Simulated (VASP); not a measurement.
# Ga (P6/mmm) in VASP: notebook

Ga is run at these levels: PBE; tasks: single point.

Program: VASP 6.6.1. These are calculated values, not measurements. Logs are shortened: lines on timing, memory, paths and dates and some standing lists are left out, and cuts for length are marked.

### 1 The cell of the first run

It takes space group P6/mmm (No. 191, hexagonal). Conventional cell: a = 4.479 Å, b = 4.479 Å, c = 2.784 Å, α = 90.00°, β = 90.00°, γ = 120.00°. Ga (site symmetry -6m2) has 5 Ga at 2.59 to 2.78 Å within 3.4 Å.

### 2 Single point, PBE

File INCAR:

```
SYSTEM = Ga
  PREC = Accurate
  ENCUT = 520
  EDIFF = 1E-6
  ISMEAR = -1
  SIGMA = 0.05
  LREAL = .False.
  LASPH = .True.
  NELM = 60
  ALGO = Fast
  ISIF = 2
  LWAVE = .False.
  LCHARG = .False.
  GGA = PE
  NBANDS = 20
```

File KPOINTS:

```
regular mesh
0
Gamma
  7 7 10
  0 0 0
```

File POSCAR:

```
Ga
1.0
    4.4789375475      0.0000000000      0.0000000000
   -2.2394738069      3.8788796841      0.0000000000
    0.0000000000      0.0000000000      2.7835131165
Ga
2
Direct
    0.3333300000      0.6666700000      0.5000000000
    0.6666700000      0.3333300000      0.5000000000
```

Potentials or basis: VASP PAW PBE potentials, release 64 (Ga_d).

The run is started by

```bash
> cat potpaw_PBE.64/Ga_d/POTCAR > POTCAR
> mpirun -np 1 vasp_std > vasp.out
```

OUTCAR:

```text
SYSTEM = Ga
   PREC = Accurate
   ENCUT = 520
   EDIFF = 1E-6
   ISMEAR = -1
   LREAL = .False.
   LASPH = .True.
   NELM = 60
   ISIF = 2
   GGA = PE

 ion  position               nearest neighbor table
   1  0.333  0.667  0.500-   2 2.59   2 2.59   2 2.59
   2  0.667  0.333  0.500-   1 2.59   1 2.59   1 2.59

  LATTYP: Found a hexagonal cell.
 ALAT       =     4.4789375475
 C/A-ratio  =     0.6214672759

  Lattice vectors:

 A1 = (   4.4789375475,   0.0000000000,   0.0000000000)
 A2 = (  -2.2394738069,   3.8788796841,   0.0000000000)
 A3 = (   0.0000000000,   0.0000000000,   2.7835131165)

Analysis of symmetry for initial positions (statically):
=====================================================================
 Subroutine PRICEL returns:
 Original cell was already a primitive cell.

 Routine SETGRP: Setting up the symmetry group for a
 hexagonal supercell.

 Subroutine GETGRP returns: Found  8 space group operations
 (whereof  8 operations were pure point group operations)
 out of a pool of 24 trial point group operations.

The static configuration has the point symmetry D_2h.

Analysis of symmetry for dynamics (positions and initial velocities):
=====================================================================
 Subroutine PRICEL returns:
 Original cell was already a primitive cell.

 Routine SETGRP: Setting up the symmetry group for a
 hexagonal supercell.

 Subroutine GETGRP returns: Found  8 space group operations
 (whereof  8 operations were pure point group operations)
 out of a pool of 24 trial point group operations.

The dynamic configuration has the point symmetry D_2h.

 Subroutine INISYM returns: Found  8 space group operations
 (whereof  8 operations are pure point group operations),
 and found     1 'primitive' translations

----------------------------------------------------------------------------------------

                                     Primitive cell

  volume of cell :      48.3587

  direct lattice vectors                    reciprocal lattice vectors
     4.478937548  0.000000000  0.000000000     0.223267235  0.128903489  0.000000000
    -2.239473807  3.878879684  0.000000000     0.000000000  0.257806398  0.000000000
     0.000000000  0.000000000  2.783513116     0.000000000  0.000000000  0.359258232

  length of vectors
     4.478937548  4.478945248  2.783513116     0.257806841  0.257806398  0.359258232

  position of ions in fractional coordinates (direct lattice)
     0.333330000  0.666670000  0.500000000
     0.666670000  0.333330000  0.500000000

  ion indices of the primitive-cell ions
   primitive index   ion index
                 1           1
                 2           2

----------------------------------------------------------------------------------------

 KPOINTS: regular mesh

Automatic generation of k-mesh.
 Grid dimensions read from file:
 generate k-points for:    7    7   10

 Generating k-lattice:

  Cartesian coordinates                     Fractional coordinates (reciprocal lattice)
     0.031895319  0.018414784  0.000000000     0.142857143  0.000000000  0.000000000
     0.000000000  0.036829485  0.000000000     0.000000000  0.142857143  0.000000000
     0.000000000  0.000000000  0.035925823     0.000000000  0.000000000  0.100000000

  Length of vectors
     0.036829549  0.036829485  0.035925823

  Shift w.r.t. Gamma in fractional coordinates (k-lattice)
     0.000000000  0.000000000  0.000000000

 Subroutine IBZKPT returns following result:
 ===========================================

 Found     96 irreducible k-points:

 Following reciprocal coordinates:
            Coordinates               Weight
  0.000000  0.000000  0.000000      1.000000
  0.142857  0.000000  0.000000      4.000000
 -0.142857  0.142857  0.000000      2.000000
  0.285714  0.000000  0.000000      4.000000
 -0.285714  0.285714  0.000000      2.000000
  0.428571 -0.000000  0.000000      4.000000
[... 16 lines left out ...]
 -0.428571  0.428571  0.100000      4.000000
  0.142857  0.142857  0.100000      4.000000
 [... further k-points ...]
   k-points           NKPTS =     96   k-points in BZ     NKDIM =     96   number of bands    NBANDS=     20
   number of dos      NEDOS =    301   number of ions     NIONS =      2
   total plane-waves  NPLWV =  31104
   dimension x,y,z NGX =    36 NGY =   36 NGZ =   24
   dimension x,y,z NGXF=    72 NGYF=   72 NGZF=   48
   ions per type =               2
   NGX,Y,Z   is equivalent  to a cutoff of  13.36, 13.36, 14.33 a.u.
   NGXF,Y,Z  is equivalent  to a cutoff of  26.72, 26.72, 28.67 a.u.
 SYSTEM =  Ga
   PREC   = accura    normal or accurate (medium, high low for compatibility)
   ISTART =      0    job   : 0-new  1-cont  2-samecut
   ICHARG =      2    charge: 1-file 2-atom 10-const
   ISPIN  =      1    spin polarized calculation?
   LNONCOLLINEAR =      F non collinear calculations
   LSORBIT =      F    spin-orbit coupling
   LASPH  =      T    aspherical Exc in radial PAW
   ENCUT  =  520.0 eV  38.22 Ry    6.18 a.u.   8.33  8.33  5.18*2*pi/ulx,y,z
   NELM   =     60;   NELMIN=  2; NELMDL= -5     # of ELM steps
   EDIFF  = 0.1E-05   stopping-criterion for ELM
   LREAL  =      F    real-space projection
   EDIFFG = 0.1E-04   stopping-criterion for IOM
   NSW    =      0    number of steps for IOM
   IBRION =     -1    ionic relax: 0-MD 1-quasi-New 2-CG
   NFREE  =      0    steps in history (QN), initial steepest desc. (CG)
   ISIF   =      2    stress and relaxation
   ISYM   =      2    0-nonsym 1-usesym 2-fastsym
   POTIM  = 0.5000    time-step for ionic-motion
   TEBEG  =    0.0;   TEEND  =   0.0 temperature during run
   PSTRESS=    0.0 pullay stress
   NELECT =      26.0000    total number of electrons
   NUPDOWN=      -1.0000    fix difference up-down
   EMIN   =  10.00;   EMAX   =-10.00  energy-range for DOS
   EFERMI =   0.00;   METHOD = LEGACY
   ISMEAR =    -1;   SIGMA  =   0.05  broadening in eV -4-tet -1-fermi 0-gaus
   EFERMI_NEDOS =   21; number of points for ismear=-14 and -15
   IALGO  =     68    algorithm
   IMIX   =      4    mixing-type and parameters
     AMIX     =   0.40;   BMIX     =  1.00
     AMIX_MAG =   1.60;   BMIX_MAG =  1.00
  volume/ion in A,a.u.               =      24.18       163.17
  Fermi-wavevector in a.u.,A,eV,Ry     =   1.331193  2.515590 24.110548  1.772075
  Thomas-Fermi vector in A             =   2.460223
   LORBIT       =      0    0 simple, 1 ext, 2 COOP (PROOUT), +10 PAW based schemes
   GGA     = PE    functional components
   LHFCALC =     F    Hartree Fock is set to
   AEXX    =    0.0000 exact exchange contribution
   IVDW    =     0    specifies the selected vdW correction
   LEPSILON=     F    determine dielectric tensor
   LRPA    =     F    only Hartree local field effects (RPA)
 non-spin polarized calculation
 RMM-DIIS sequential band-by-band and
  energy-cutoff  :      520.00
  volume of cell :       48.36
 maximum number of plane-waves:      1318
 NGX is ok and might be reduce to    36
   NGX = 17   NGY = 17   NGZ = 11

 number of electron      26.0000011 magnetization

 Free energy of the ion-electron system (eV)
  ---------------------------------------------------
  ext. energy  EPLUGINS =         0.00000000
  ---------------------------------------------------
  free energy    TOTEN  =        -5.55984848 eV

  energy without entropy =       -5.55357697  energy(sigma->0) =       -5.55671273

 E-fermi :   3.2934     XC(G=0):  -9.4831

 val. band max:        3.2861791093   @ k =   0.4286   0.1429   0.4000
 cond. band min:       3.3100463689   @ k =   0.0000   0.0000   0.3000
 fundamental gap:      0.0238672596
 Fermi energy:         3.2933923334

 k-point     1 :       0.0000    0.0000    0.0000
  band No.  band energies     occupation
      1     -11.8353      2.00000
      2     -11.6241      2.00000
      3     -11.5972      2.00000
      4     -11.5972      2.00000
      5     -11.4922      2.00000
      6     -11.4922      2.00000
[... 12 lines left out ...]
     19      15.5690      0.00000
     20      18.3115      0.00000

 k-point     2 :       0.1429    0.0000    0.0000
  band No.  band energies     occupation
      1     -11.8299      2.00000
      2     -11.6626      2.00000
      3     -11.6309      2.00000
      4     -11.5886      2.00000
      5     -11.4948      2.00000
      6     -11.4876      2.00000
[... 12 lines left out ...]
     19      15.6777      0.00000
     20      17.6962      0.00000

 k-point     3 :      -0.1429    0.1429    0.0000
  band No.  band energies     occupation
      1     -11.8299      2.00000
      2     -11.6626      2.00000
      3     -11.6309      2.00000
      4     -11.5886      2.00000
      5     -11.4949      2.00000
      6     -11.4875      2.00000
[... 12 lines left out ...]
     19      15.6777      0.00000
     20      17.6966      0.00000

 k-point     4 :       0.2857    0.0000    0.0000
  band No.  band energies     occupation
      1     -11.8151      2.00000
      2     -11.7176      2.00000
      3     -11.6795      2.00000
      4     -11.5916      2.00000
      5     -11.5004      2.00000
      6     -11.4754      2.00000
[... 12 lines left out ...]
     19      15.7569      0.00000
     20      16.4501      0.00000

 k-point     5 :      -0.2857    0.2857    0.0000
  band No.  band energies     occupation
      1     -11.8151      2.00000
      2     -11.7175      2.00000
      3     -11.6795      2.00000
      4     -11.5916      2.00000
      5     -11.5005      2.00000
      6     -11.4754      2.00000
[... 12 lines left out ...]
     19      15.7569      0.00000
     20      16.4542      0.00000

 k-point     6 :       0.4286   -0.0000    0.0000
  band No.  band energies     occupation
      1     -11.7935      2.00000
      2     -11.7615      2.00000
      3     -11.7079      2.00000
      4     -11.5977      2.00000
      5     -11.5047      2.00000
      6     -11.4628      2.00000
[... 12 lines left out ...]
     19      14.6533      0.00000
     20      15.3006      0.00000

 k-point     7 :      -0.4286    0.4286    0.0000
  band No.  band energies     occupation
      1     -11.7935      2.00000
      2     -11.7615      2.00000
      3     -11.7079      2.00000
      4     -11.5977      2.00000
      5     -11.5047      2.00000
      6     -11.4627      2.00000
[... 12 lines left out ...]
     19      14.6534      0.00000
     20      15.2996      0.00000
[... 277 lines left out ...]
 k-point    20 :       0.2857    0.0000    0.1000
  band No.  band energies     occupation
      1     -11.7884      2.00000
      2     -11.7012      2.00000
      3     -11.6772      2.00000
      4     -11.5686      2.00000
      5     -11.5189      2.00000
      6     -11.4929      2.00000
[... 12 lines left out ...]
     19      14.3890      0.00000
     20      17.2519      0.00000

 k-point    21 :      -0.2857    0.2857    0.1000
  band No.  band energies     occupation
      1     -11.7884      2.00000
      2     -11.7012      2.00000
      3     -11.6772      2.00000
      4     -11.5686      2.00000
      5     -11.5189      2.00000
      6     -11.4929      2.00000
[... 12 lines left out ...]
     19      14.3891      0.00000
     20      17.2359      0.00000

 k-point    22 :       0.4286   -0.0000    0.1000
  band No.  band energies     occupation
      1     -11.7697      2.00000
      2     -11.7428      2.00000
      3     -11.7054      2.00000
      4     -11.5741      2.00000
      5     -11.5235      2.00000
      6     -11.4801      2.00000
[... 12 lines left out ...]
     19      13.7163      0.00000
     20      14.8234      0.00000

 k-point    23 :      -0.4286    0.4286    0.1000
  band No.  band energies     occupation
      1     -11.7697      2.00000
      2     -11.7428      2.00000
      3     -11.7054      2.00000
      4     -11.5741      2.00000
      5     -11.5235      2.00000
      6     -11.4801      2.00000
[... 12 lines left out ...]
     19      13.7165      0.00000
     20      14.8235      0.00000

 k-point    24 :       0.1429    0.1429    0.1000
  band No.  band energies     occupation
      1     -11.7926      2.00000
      2     -11.6795      2.00000
      3     -11.6780      2.00000
      4     -11.5565      2.00000
      5     -11.5184      2.00000
      6     -11.4946      2.00000
[... 12 lines left out ...]
     19      14.8069      0.00000
     20      17.2114      0.00000

 [... further k-points ...]

------------------------ aborting loop because EDIFF is reached ----------------------------------------

  FORCE on cell =-STRESS in cart. coord.  units (eV):
  Direction    XX          YY          ZZ          XY          YZ          ZX
  --------------------------------------------------------------------------------------
  -------------------------------------------------------------------------------------
  Total       -0.0010434     -0.0007753     -0.4436130      0.0002322      0.0000000      0.0000000
  in kB       -0.0345692     -0.0256859    -14.6973921      0.0076933      0.0000000      0.0000000
  external PRESSURE =      -4.9192157 kB  Pullay stress =       0.0000000 kB

 VOLUME and BASIS-vectors are now :
 -----------------------------------------------------------------------------
  energy-cutoff  :      520.00
  volume of cell :       48.36
      direct lattice vectors                 reciprocal lattice vectors
     4.478937548  0.000000000  0.000000000     0.223267235  0.128903489  0.000000000
    -2.239473807  3.878879684  0.000000000     0.000000000  0.257806398  0.000000000
     0.000000000  0.000000000  2.783513116     0.000000000  0.000000000  0.359258232

 POSITION                                       TOTAL-FORCE (eV/Angst)
 -----------------------------------------------------------------------------------
     -0.00003      2.58593      1.39176         0.000217     -0.000125      0.000000
      2.23949      1.29295      1.39176        -0.000217      0.000125      0.000000
 -----------------------------------------------------------------------------------
    total drift:                                0.000000      0.000000      0.000000

  FREE ENERGIE OF THE ION-ELECTRON SYSTEM (eV)
  ---------------------------------------------------
  free  energy   TOTEN  =        -5.5598484821 eV

  energy  without entropy=       -5.5535769704  energy(sigma->0) =       -5.55671273
```

Wall time 2.1 min (1 thread of AMD EPYC 7R43 (Zen 3), shared host); peak memory 0.18 GiB.

What came out:

| Quantity | Value |
| --- | --- |
| Free energy | -5.5598 eV |
| Pressure | -0.5 GPa |
| Band gap on the k mesh | zero (band 13 reaches 5.75 eV, above the bottom of band 14 at 2.55 eV) |

### 3 Single point, PBE

This run uses another cell than the first one, of 24.65 Å³/atom, 1.020 times its volume.

File INCAR:

```
  PREC = Accurate
  ENCUT = 520
  EDIFF = 1E-6
  ISMEAR = -1
  SIGMA = 0.05
  LREAL = False
  LASPH = True
  NELM = 100
  ALGO = Fast
  ISIF = 2
  LWAVE = False
  LCHARG = False
  GGA = PE
  NBANDS = 20
```

File KPOINTS:

```
regular mesh
0
Gamma
  7 7 10
```

File POSCAR:

```
Ga
1.0
    4.5080223725      0.0000000000      0.0000000000
   -2.2540162521      3.9040679203      0.0000000000
    0.0000000000      0.0000000000      2.8015883834
Ga
2
Direct
    0.3333300000      0.6666700000      0.5000000000
    0.6666700000      0.3333300000      0.5000000000
```

Potentials or basis: VASP PAW PBE potentials, release 64 (Ga_d).

The run is started by

```bash
> cat potpaw_PBE.64/Ga_d/POTCAR > POTCAR
> mpirun -np 1 vasp_std > vasp.out
```

Run time: 2.9 min. Hardware: 1 thread of AMD EPYC 7R43 (Zen 3), shared host; peak memory 0.18 GiB.

It converged, with:

```
Free energy            : -5.5547 eV
Pressure               : -1.2 GPa
Band gap on the k mesh : zero (band 13 reaches 5.57 eV, above the bottom of band 14 at 2.44 eV)
```

Stress tensor (GPa, compression positive):
```
-0.65  0.00  0.00
 0.00 -0.65  0.00
 0.00  0.00 -2.24
```

Levels at points of the mesh, in eV from the Fermi level:
| k point | band 11 | band 12 | band 13 | band 14 | band 15 | band 16 |
| --- | --- | --- | --- | --- | --- | --- |
| (0.00, 0.00, 0.00) | -9.79 | -1.65 | -0.53 | -0.53 | 3.16 | 3.16 |
| (0.00, 0.00, 0.50) | -5.87 | -3.54 | 2.41 | 2.41 | 2.69 | 3.12 |

### 4 Single point, PBE

This run uses another cell than the first one, of 25.13 Å³/atom, 1.039 times its volume.

File INCAR:

```
PREC = Accurate
ENCUT = 520
EDIFF = 1E-7
ISMEAR = -1
SIGMA = 0.05
LREAL = F
LASPH = T
NELM = 80
ALGO = Fast
ISIF = 2
LWAVE = F
LCHARG = F
GGA = PE
NBANDS = 20
```

KPOINTS is that of step 3.

File POSCAR:

```
Ga
1.0
    4.5367366650      0.0000000000      0.0000000000
   -2.2683734306      3.9289352654      0.0000000000
    0.0000000000      0.0000000000      2.8194333766
Ga
2
Direct
    0.3333300000      0.6666700000      0.5000000000
    0.6666700000      0.3333300000      0.5000000000
```

The run is started by

```bash
> cat potpaw_PBE.64/Ga_d/POTCAR > POTCAR
> mpirun -np 1 vasp_std > vasp.out
```

Wall time 3.2 min (1 thread of AMD EPYC 7R43 (Zen 3), shared host); peak memory 0.18 GiB.

The run converged. Its results:

```
Free energy            : -5.5458 eV
Pressure               : -1.8 GPa
Band gap on the k mesh : zero (band 13 reaches 5.40 eV, above the bottom of band 14 at 2.34 eV)
```

Stress tensor (GPa, compression positive):
```
-1.28  0.00  0.00
 0.00 -1.28  0.00
 0.00  0.00 -2.88
```

Levels at points of the mesh, in eV from the Fermi level:
```tsv
k point	band 9	band 10	band 11	band 12	band 13	band 14	band 15	band 16	band 17	band 18
(0.00, 0.00, 0.00)	-14.66	-14.66	-9.69	-1.73	-0.52	-0.52	3.13	3.13	6.04	8.29
(0.00, 0.00, 0.50)	-14.72	-14.55	-5.87	-3.47	2.35	2.35	2.64	2.90	6.45	6.45
```

### 5 The runs side by side

```csv
cell,further INCAR settings,gap on the mesh (eV),pressure (GPa)
"a = 4.479, b = 4.479, c = 2.784 Å, angles 90.0, 90.0, 120.0°, 2 atoms",ALGO = Fast; EDIFF = 1e-06; NBANDS = 20,none,-0.5
"a = 4.508, b = 4.508, c = 2.802 Å, angles 90.0, 90.0, 120.0°, 2 atoms",ALGO = Fast; EDIFF = 1e-06; NBANDS = 20,none,-1.2
"a = 4.537, b = 4.537, c = 2.819 Å, angles 90.0, 90.0, 120.0°, 2 atoms",ALGO = Fast; EDIFF = 1e-07; NBANDS = 20,none,-1.8
```

Alike in all rows: task single point; level PBE; potentials or basis VASP PAW PBE potentials, release 64 (Ga_d); no spin polarisation; k mesh 7 × 7 × 10; cutoff (eV) 520; smearing fermi-dirac 0.05 eV.

Absolute energies hang on the potentials; compare differences alone.
